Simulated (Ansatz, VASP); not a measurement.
## Two plane-wave programs on Ru

INCAR

```
  PREC = Accurate
  ENCUT = 520
  EDIFF = 1E-7
  ISMEAR = -1
  SIGMA = 0.1
  LREAL = False
  LASPH = True
  NELM = 60
  ALGO = Normal
  ISIF = 2
  LWAVE = False
  LCHARG = False
  GGA = CA
  NBANDS = 21
```

The input KPOINTS:

```
Automatic mesh
0
Gamma
  5 5 3
```

Contents of POSCAR:

```
Ru
1.0
    2.6775346364      0.0000000000      0.0000000000
   -1.3387673182      2.3188130146      0.0000000000
    0.0000000000      0.0000000000      4.2181251212
Ru
2
Direct
    0.3333333333      0.6666666667      0.2500000000
    0.6666666667      0.3333333333      0.7500000000
```

Input for Ansatz:

```yaml
crystal:
  lattice:
    - [2.6775346364, 0.0, 0.0]
    - [-1.3387673182, 2.3188130146, 0.0]
    - [0.0, 0.0, 4.2181251212]
  atoms:
    - { symbol: Ru, position: [0.3333333333, 0.6666666667, 0.25] }
    - { symbol: Ru, position: [0.6666666667, 0.3333333333, 0.75] }
hamiltonian:
  xc: lda
  pseudopotentials:
    kind: paw
    azcp:
      Ru: "pseudopotentials/Ru.paw.azcp"
basis:
  ecutwfc: 420
  fft_grid_basis: typed
kpoints:
  mp_grid: { grid: [5, 5, 3], shift: [0, 0, 0] }
magnetization:
  spin_polarized: false
scf:
  occupations: { method: fermi_dirac, width: 0.1 }
  lower_state_search: "off"
output:
  stress: true
```

Alike in both runs: task single point; functional LDA; k mesh 5 × 5 × 3; occupations fermi-dirac, width 0.1 eV; no spin polarisation.

```csv
,VASP,Ansatz
version,VASP 6.6.1,Ansatz 0.2.0
potentials or method,"VASP PAW LDA potentials, release 64 (Ru_pv), cutoff 520 eV","plane waves (420 eV) with PAW, scalar-relativistic"
valence electrons in the cell,28,32
```

```csv
,VASP,Ansatz,Ansatz less VASP
pressure (GPa),0.0,-1.1,-1.01
"traceless stress, the component that is largest in VASP (GPa)",6.57,6.48,-0.089
```

Ansatz warns that its potentials were made for another functional, while VASP's fit it. LDA's correlation is that of Perdew and Zunger in VASP and of Perdew and Wang (1992) in Ansatz. VASP's potentials hold 28 valence electrons a cell and Ansatz's 32, so a difference there can come from the potentials and not from the codes.

The k mesh is coarse, so the values compare programs but aren't converged.
